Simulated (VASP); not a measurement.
# Si (Fmmm) in VASP: a series of runs, part 2 of 2

VASP 6.6.1.

## (3) Single point, LDA (strain +0.025 along x and y, -0.025 along z)

File INCAR:

```
  ALGO = Normal
  EDIFF = 1E-6
  ENCUT = 520
  GGA = CA
  ISIF = 2
  ISMEAR = 0
  LASPH = T
  LCHARG = F
  LREAL = F
  LWAVE = F
  NBANDS = 26
  NELM = 60
  PREC = Accurate
  SIGMA = 0.15
```

File KPOINTS:

```
k-points
0
Gamma
  10 10 8
```

File POSCAR:

```
Si
1.0
    4.6659405456     -2.4955740649      0.0000000000
    4.6659405456      2.4955740649      0.0000000000
    0.0000000000      0.0000000000      5.1944571589
Si
8
Direct
    0.5000000000      0.5000000000      0.7705063100
    0.5000000000      0.5000000000      0.2294936900
    1.0000000000      0.0000000000      0.2705063100
    0.0000000000      1.0000000000      0.7294936900
    0.7262158274      0.7262158274      0.5000000000
    0.2262158274      0.2262158274      0.0000000000
    0.2737841726      0.2737841726      0.5000000000
    0.7737841726      0.7737841726      0.0000000000
```

Potentials or basis: VASP PAW LDA potentials, release 64 (Si).

Launch:

```sh
$ cat potpaw_LDA.64/Si/POTCAR > POTCAR
$ mpirun -np 1 vasp_std > vasp.out
```

OUTCAR:

```text
EDIFF = 1E-6
   ENCUT = 520
   GGA = CA
   ISIF = 2
   ISMEAR = 0
   LASPH = T
   LREAL = F
   NELM = 60
   PREC = Accurate

 ion  position               nearest neighbor table
   1  0.500  0.500  0.771-   2 2.38   4 2.50   4 2.50   5 2.54   7 2.54   2 2.81   8 2.82   6 2.82

   2  0.500  0.500  0.229-   1 2.38   3 2.50   3 2.50   5 2.54   7 2.54   1 2.81   6 2.82   8 2.82

   3  0.000  0.000  0.271-   4 2.38   2 2.50   2 2.50   6 2.54   8 2.54   4 2.81   5 2.82   7 2.82
[... 7 lines left out ...]
   7  0.274  0.274  0.500-   5 2.53   5 2.53   1 2.54   2 2.54   6 2.63   6 2.63   3 2.82   4 2.82

   8  0.774  0.774  0.000-   6 2.53   6 2.53   3 2.54   4 2.54   5 2.63   5 2.63   1 2.82   2 2.82

  LATTYP: Found a base centered orthorhombic cell.
 ALAT       =     4.9911481298
 B/A-ratio  =     1.8696862623
 C/A-ratio  =     1.0407339201

  Lattice vectors:

 A1 = (  -4.6659405456,  -2.4955740649,   0.0000000000)
 A2 = (   4.6659405456,  -2.4955740649,   0.0000000000)
 A3 = (   0.0000000000,   0.0000000000,   5.1944571589)

Analysis of symmetry for initial positions (statically):
=====================================================================
 Subroutine PRICEL returns following result:

  LATTYP: Found a face centered orthorhombic cell.
 ALAT       =     4.9911481298
 B/A-ratio  =     1.0407339201
 C/A-ratio  =     1.8696862623

  Lattice vectors:

 A1 = (  -4.6659405456,   0.0000000000,   2.5972285794)
 A2 = (  -4.6659405456,  -2.4955740649,   0.0000000000)
 A3 = (   0.0000000000,  -2.4955740649,   2.5972285794)

   2 primitive cells build up your supercell.

 Routine SETGRP: Setting up the symmetry group for a
 base centered orthorhombic supercell.

 Subroutine GETGRP returns: Found  8 space group operations
 (whereof  8 operations were pure point group operations)
 out of a pool of  8 trial point group operations.

The static configuration has the point symmetry D_2h.

Analysis of symmetry for dynamics (positions and initial velocities):
=====================================================================
 Subroutine PRICEL returns following result:

  LATTYP: Found a face centered orthorhombic cell.
 ALAT       =     4.9911481298
 B/A-ratio  =     1.0407339201
 C/A-ratio  =     1.8696862623

  Lattice vectors:

 A1 = (  -4.6659405456,   0.0000000000,   2.5972285794)
 A2 = (  -4.6659405456,  -2.4955740649,   0.0000000000)
 A3 = (   0.0000000000,  -2.4955740649,   2.5972285794)

   2 primitive cells build up your supercell.

 Routine SETGRP: Setting up the symmetry group for a
 base centered orthorhombic supercell.

 Subroutine GETGRP returns: Found  8 space group operations
 (whereof  8 operations were pure point group operations)
 out of a pool of  8 trial point group operations.

The dynamic configuration has the point symmetry D_2h.

 Subroutine INISYM returns: Found  8 space group operations
 (whereof  8 operations are pure point group operations),
 and found     2 'primitive' translations

[... 40 lines left out ...]
     0.000000000  0.000000000  0.024064112     0.000000000  0.000000000  0.125000000

  Length of vectors
     0.022721173  0.022721173  0.024064112

  Shift w.r.t. Gamma in fractional coordinates (k-lattice)
     0.000000000  0.000000000  0.000000000

 Subroutine IBZKPT returns following result:
 ===========================================

 Found    155 irreducible k-points:

 Following reciprocal coordinates:
            Coordinates               Weight
  0.000000  0.000000  0.000000      1.000000
  0.100000  0.000000  0.000000      4.000000
  0.200000  0.000000  0.000000      4.000000
  0.300000  0.000000  0.000000      4.000000
  0.400000  0.000000  0.000000      4.000000
  0.500000  0.000000  0.000000      2.000000
[... 16 lines left out ...]
  0.300000  0.300000  0.000000      2.000000
  0.400000  0.300000  0.000000      4.000000
 [... further k-points ...]
   k-points           NKPTS =    155   k-points in BZ     NKDIM =    155   number of bands    NBANDS=     26
   number of dos      NEDOS =    301   number of ions     NIONS =      8
   total plane-waves  NPLWV =  64000
   dimension x,y,z NGX =    40 NGY =   40 NGZ =   40
   dimension x,y,z NGXF=    80 NGYF=   80 NGZF=   80
   ions per type =               8
   NGX,Y,Z   is equivalent  to a cutoff of  12.57, 12.57, 12.80 a.u.
   NGXF,Y,Z  is equivalent  to a cutoff of  25.13, 25.13, 25.60 a.u.
 SYSTEM =  unknown system
   PREC   = accura    normal or accurate (medium, high low for compatibility)
   ISTART =      0    job   : 0-new  1-cont  2-samecut
   ICHARG =      2    charge: 1-file 2-atom 10-const
   ISPIN  =      1    spin polarized calculation?
   LNONCOLLINEAR =      F non collinear calculations
   LSORBIT =      F    spin-orbit coupling
   LASPH  =      T    aspherical Exc in radial PAW
   ENCUT  =  520.0 eV  38.22 Ry    6.18 a.u.   9.84  9.84  9.66*2*pi/ulx,y,z
   NELM   =     60;   NELMIN=  2; NELMDL= -5     # of ELM steps
   EDIFF  = 0.1E-05   stopping-criterion for ELM
   LREAL  =      F    real-space projection
[... 7 lines left out ...]
   TEBEG  =    0.0;   TEEND  =   0.0 temperature during run
   PSTRESS=    0.0 pullay stress
   NELECT =      32.0000    total number of electrons
   NUPDOWN=      -1.0000    fix difference up-down
   EMIN   =  10.00;   EMAX   =-10.00  energy-range for DOS
   EFERMI =   0.00;   METHOD = LEGACY
   ISMEAR =     0;   SIGMA  =   0.15  broadening in eV -4-tet -1-fermi 0-gaus
   EFERMI_NEDOS =   21; number of points for ismear=-14 and -15
   IALGO  =     38    algorithm
   IMIX   =      4    mixing-type and parameters
     AMIX     =   0.40;   BMIX     =  1.00
     AMIX_MAG =   1.60;   BMIX_MAG =  1.00
  volume/ion in A,a.u.               =      15.12       102.04
  Fermi-wavevector in a.u.,A,eV,Ry     =   1.050908  1.985929 15.026391  1.104409
  Thomas-Fermi vector in A             =   2.185930
   LORBIT       =      0    0 simple, 1 ext, 2 COOP (PROOUT), +10 PAW based schemes
   GGA     = CA    functional components
   LHFCALC =     F    Hartree Fock is set to
   AEXX    =    0.0000 exact exchange contribution
   IVDW    =     0    specifies the selected vdW correction
   LEPSILON=     F    determine dielectric tensor
   LRPA    =     F    only Hartree local field effects (RPA)
 non-spin polarized calculation
 Gauss-broadening in eV      SIGMA  =   0.15
  energy-cutoff  :      520.00
  volume of cell :      120.97
 maximum number of plane-waves:      3278
   NGX = 19   NGY = 19   NGZ = 19

 number of electron      32.0000000 magnetization

 Free energy of the ion-electron system (eV)
  ---------------------------------------------------
  ext. energy  EPLUGINS =         0.00000000
  ---------------------------------------------------
  free energy    TOTEN  =       -45.85411741 eV

  energy without entropy =      -45.81758106  energy(sigma->0) =      -45.83584923

 E-fermi :   9.2267     XC(G=0): -11.0204

 val. band max:        9.2228241832   @ k =  -0.3000   0.1000   0.0000
 cond. band min:       9.2274266016   @ k =  -0.3000   0.2000   0.5000
 fundamental gap:      0.0046024184
 Fermi energy:         9.2267430137

 k-point     1 :       0.0000    0.0000    0.0000
  band No.  band energies     occupation
      1      -4.5687      2.00000
      2       0.6668      2.00000
      3       0.6887      2.00000
      4       1.4267      2.00000
      5       1.6274      2.00000
      6       1.8493      2.00000
[... 685 lines left out ...]
     25      13.3636      0.00000
     26      13.5242      0.00000

 [... further k-points ...]

------------------------ aborting loop because EDIFF is reached ----------------------------------------

  FORCE on cell =-STRESS in cart. coord.  units (eV):
  Direction    XX          YY          ZZ          XY          YZ          ZX
  --------------------------------------------------------------------------------------
  -------------------------------------------------------------------------------------
  Total       -2.4120197     -5.0666646      1.8994886      0.0000000      0.0000000      0.0000000
  in kB      -31.9456409    -67.1046957     25.1574981      0.0000000      0.0000000      0.0000000
  external PRESSURE =     -24.6309462 kB  Pullay stress =       0.0000000 kB

 VOLUME and BASIS-vectors are now :
 -----------------------------------------------------------------------------
  energy-cutoff  :      520.00
  volume of cell :      120.97
      direct lattice vectors                 reciprocal lattice vectors
     4.665940546 -2.495574065  0.000000000     0.107159531 -0.200354703  0.000000000
     4.665940546  2.495574065  0.000000000     0.107159531  0.200354703  0.000000000
     0.000000000  0.000000000  5.194457159     0.000000000  0.000000000  0.192512898

 POSITION                                       TOTAL-FORCE (eV/Angst)
 -----------------------------------------------------------------------------------
      4.66594      0.00000      4.00236        -0.000000      0.000000     -0.217850
      4.66594      0.00000      1.19210        -0.000000      0.000000      0.217850
      0.00000      0.00000      1.40513        -0.000000      0.000000     -0.217850
      0.00000      0.00000      3.78932        -0.000000      0.000000      0.217850
      6.77696      0.00000      2.59723         0.006886      0.000000      0.000000
      2.11102      0.00000      0.00000         0.006886      0.000000      0.000000
      2.55492      0.00000      2.59723        -0.006886      0.000000     -0.000000
      7.22086      0.00000      0.00000        -0.006886      0.000000      0.000000
 -----------------------------------------------------------------------------------
    total drift:                                0.000000     -0.000000     -0.000000

  FREE ENERGIE OF THE ION-ELECTRON SYSTEM (eV)
  ---------------------------------------------------
  free  energy   TOTEN  =       -45.8541174104 eV

  energy  without entropy=      -45.8175810583  energy(sigma->0) =      -45.83584923
```

It took 5.6 min on 1 thread of AMD EPYC 7R13 (Zen 3), shared host; peak memory 0.38 GiB.

What came out:

* Free energy: -45.8541 eV
* Pressure: -2.5 GPa
* Largest force: 0.218 eV/Å
* Band gap on the k mesh: zero (bands 16 and 17 overlap by 2.62 eV)

Forces on the atoms (eV/Å):
```
Si   0.000  0.000 -0.218
Si   0.000  0.000  0.218
Si   0.000  0.000 -0.218
Si   0.000  0.000  0.218
Si   0.007  0.000  0.000
Si   0.007  0.000  0.000
Si  -0.007  0.000  0.000
Si  -0.007  0.000  0.000
```

Caveat: the cell differs from its parent crystal (strain +0.025 along x and y, -0.025 along z); the stress differs along the axes, from -7 to 3 GPa.

## (4) Single point, LDA (strain +0.000 along x and y, +0.025 along z)

File INCAR:

```
SYSTEM = Si
PREC     = Accurate       ! precision mode
ENCUT    = 520            ! plane-wave cutoff, eV
EDIFF    = 1E-7           ! SCF threshold, eV
ISMEAR   = 0              ! smearing method
SIGMA    = 0.15           ! smearing width, eV
LREAL    = .False.        ! projectors in reciprocal space
LASPH    = .True.         ! aspherical terms in the spheres
NELM     = 80             ! most SCF steps
ALGO     = Normal         ! electronic algorithm
ISIF     = 2              ! what is computed and relaxed
LWAVE    = .False.        ! write WAVECAR
LCHARG   = .False.        ! write CHGCAR
NBANDS   = 26             ! bands
```

File KPOINTS:

```
Automatic mesh
0
Gamma
  10 10 8
  0 0 0
```

POSCAR, as its differences from that of step 3:

```diff
@@ -2,5 +2,5 @@
 1.0
-    4.6659405456     -2.4955740649      0.0000000000
-    4.6659405456      2.4955740649      0.0000000000
-    0.0000000000      0.0000000000      5.1944571589
+    4.5521371177     -2.4347064048      0.0000000000
+    4.5521371177      2.4347064048      0.0000000000
+    0.0000000000      0.0000000000      5.4608395773
 Si
```

Launch:

```sh
$ cat potpaw_LDA.64/Si/POTCAR > POTCAR
$ mpirun -np 1 vasp_std > vasp.out
```

Run time: 6.2 min. Hardware: 1 thread of AMD EPYC 7R13 (Zen 3), shared host; peak memory 0.39 GiB.

The run converged. Its results:

```
Free energy            : -45.9183 eV
Pressure               : -2.6 GPa
Largest force          : 0.080 eV/Å
Band gap on the k mesh : zero (bands 16 and 17 overlap by 3.39 eV)
```

Forces on the atoms (eV/Å):
```
Si   0.000  0.000  0.080
Si   0.000  0.000 -0.080
Si   0.000  0.000  0.080
Si   0.000  0.000 -0.080
Si  -0.038  0.000  0.000
Si  -0.038  0.000  0.000
Si   0.038  0.000  0.000
Si   0.038  0.000  0.000
```

Stress tensor (GPa, compression positive):
```
-2.10  0.00  0.00
 0.00 -1.01  0.00
 0.00  0.00 -4.83
```

Levels at points of the mesh, in eV from the Fermi level:
```
           k point  band 13  band 14  band 15  band 16  band 17  band 18  band 19  band 20
(0.00, 0.00, 0.00)    -2.43    -2.39    -2.21    -2.15    -2.00    -1.87    -1.85     1.30
(0.50, 0.00, 0.00)    -1.96    -1.96    -0.25    -0.25     2.22     2.22     2.35     2.35
(0.50, 0.50, 0.00)    -2.38    -1.86    -1.43     0.64     1.29     1.59     1.82     2.50
(0.00, 0.00, 0.50)    -4.15    -4.15    -3.00    -3.00     2.56     2.56     3.06     3.06
(0.50, 0.00, 0.50)    -0.97    -0.97     0.15     0.15     0.34     0.34     0.39     0.39
(0.50, 0.50, 0.50)    -1.25    -1.25    -1.20    -1.20    -0.36    -0.36     1.76     1.76
```

Caveat: the cell differs from its parent crystal (strain +0.000 along x and y, +0.025 along z).

## (5) Single point, LDA (strain +0.050 along x and y, -0.050 along z)

File INCAR:

```
  PREC = Accurate
  ENCUT = 520
  EDIFF = 1E-6
  ISMEAR = 0
  SIGMA = 0.15
  LREAL = F
  LASPH = T
  NELM = 100
  ALGO = Normal
  ISIF = 2
  LWAVE = F
  LCHARG = F
  NBANDS = 26
```

File KPOINTS:

```
Automatic mesh
0
Gamma
  10 10 8
```

POSCAR, as its differences from that of step 4:

```diff
@@ -2,5 +2,5 @@
 1.0
-    4.5521371177     -2.4347064048      0.0000000000
-    4.5521371177      2.4347064048      0.0000000000
-    0.0000000000      0.0000000000      5.4608395773
+    4.7797439736     -2.5564417250      0.0000000000
+    4.7797439736      2.5564417250      0.0000000000
+    0.0000000000      0.0000000000      5.0612659497
 Si
```

Launch:

```sh
$ cat potpaw_LDA.64/Si/POTCAR > POTCAR
$ mpirun -np 1 vasp_std > vasp.out
```

Wall time 5.5 min (1 thread of AMD EPYC 7R13 (Zen 3), shared host); peak memory 0.4 GiB.

Results (log left out):

```yaml
Free_energy: -45.5455 eV
Pressure: -3.9 GPa
Largest_force: 0.657 eV/Å
Band_gap_on_the_k_mesh: zero (bands 16 and 17 overlap by 2.29 eV)
```

Forces on the atoms (eV/Å):
```
Si   0.000  0.000 -0.657
Si   0.000  0.000  0.657
Si   0.000  0.000 -0.657
Si   0.000  0.000  0.657
Si   0.059  0.000  0.000
Si   0.059  0.000  0.000
Si  -0.059  0.000  0.000
Si  -0.059  0.000  0.000
```

Stress tensor (GPa, compression positive):
```
 -5.11   0.00   0.00
  0.00 -11.90   0.00
  0.00   0.00   5.25
```

Levels at points of the mesh, in eV from the Fermi level:
| k point | band 14 | band 15 | band 16 | band 17 | band 18 | band 19 |
| --- | --- | --- | --- | --- | --- | --- |
| (0.00, 0.00, 0.00) | -1.95 | -1.61 | -1.50 | -1.46 | -1.30 | -1.29 |
| (0.50, 0.00, 0.00) | -2.75 | -1.11 | -1.11 | 1.87 | 1.87 | 2.13 |
| (0.50, 0.50, 0.00) | -1.93 | -1.82 | -0.30 | 0.38 | 1.21 | 1.74 |
| (0.00, 0.00, 0.50) | -3.98 | -1.46 | -1.46 | 3.17 | 3.17 | 4.06 |
| (0.50, 0.00, 0.50) | -0.46 | -0.02 | -0.02 | 0.03 | 0.03 | 0.54 |
| (0.50, 0.50, 0.50) | -1.25 | -0.15 | -0.15 | 0.09 | 0.09 | 1.39 |

Caveat: the cell differs from its parent crystal (strain +0.050 along x and y, -0.050 along z); the stress differs along the axes, from -12 to 5 GPa.

## (6) Summary

| cell | gap on the mesh (eV) | pressure (GPa) | largest force (eV/Å) |
| --- | --- | --- | --- |
| a = 5.291, b = 5.291, c = 5.594 Å, angles 90.0, 90.0, 56.3°, 8 atoms | none | -9.1 | 0.13 |
| a = 5.291, b = 5.291, c = 5.194 Å, angles 90.0, 90.0, 56.3°, 8 atoms | none | -2.5 | 0.22 |
| a = 5.162, b = 5.162, c = 5.461 Å, angles 90.0, 90.0, 56.3°, 8 atoms | none | -2.6 | 0.08 |
| a = 5.420, b = 5.420, c = 5.061 Å, angles 90.0, 90.0, 56.3°, 8 atoms | none | -3.9 | 0.66 |

Alike in all rows: task single point; level LDA; potentials or basis VASP PAW LDA potentials, release 64 (Si); no spin polarisation; k mesh 10 × 10 × 8; cutoff (eV) 520; smearing gaussian 0.15 eV.

Caveats: the cell stands under tension (at least some runs); the stress differs along the axes, from -7 to 3 GPa (at least some runs); the stress differs along the axes, from -12 to 5 GPa (at least some runs).

Absolute energies hang on the potentials; compare differences alone.

The gap in the log of VASP goes by the Fermi energy; the results here count the filled bands.